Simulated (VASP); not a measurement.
Runs of VASP 6.6.1 on NaInSe. The structure is that of space group P4/mmm (No. 123), or close to it. The cells are those of the table. The cell was built from a structure type or drawn by symmetry, and may not be a known phase.

```tsv
task	cell	k mesh	cutoff (eV)	gap on the mesh (eV)	pressure (GPa)	relaxed volume (Å³/atom)
single point	a = 4.139, b = 4.139, c = 5.540 Å, 3 atoms	12 × 12 × 8	520	none	0.0	-
single point	a = 4.478, b = 4.478, c = 4.572 Å, 3 atoms	4 × 4 × 4	520	none	11.8	-
relaxation of cell and atoms	relaxed from a = 4.153, b = 4.153, c = 5.569 Å, 3 atoms	12 × 12 × 8	600	none	0.0	31.71
single point	a = 4.153, b = 4.153, c = 5.569 Å, 3 atoms	4 × 4 × 4	520	none	0.1	-
relaxation of cell and atoms	relaxed from a = 4.478, b = 4.478, c = 4.572 Å, 3 atoms	4 × 4 × 4	600	none	-0.1	(a)
```

Alike in all rows: level PBE; potentials or basis VASP PAW PBE potentials, release 64 (Na_pv, In_d, Se); no spin polarisation; smearing gaussian 0.1 eV.

Q: Fill in the values left out.

A: (a) 32.15.

Caveats: some runs use coarse meshes; spin-orbit coupling is left out, which moves the levels of the heavy elements; the cell stands under pressure (at least some runs); a cell axis changed by over 15 % at a fixed basis, so the end point is rough (at least some runs).

A k mesh can miss the band edges, and the runs leave out spin-orbit coupling on In, Se.

A gap of «none» marks levels without a gap at the run's occupations.
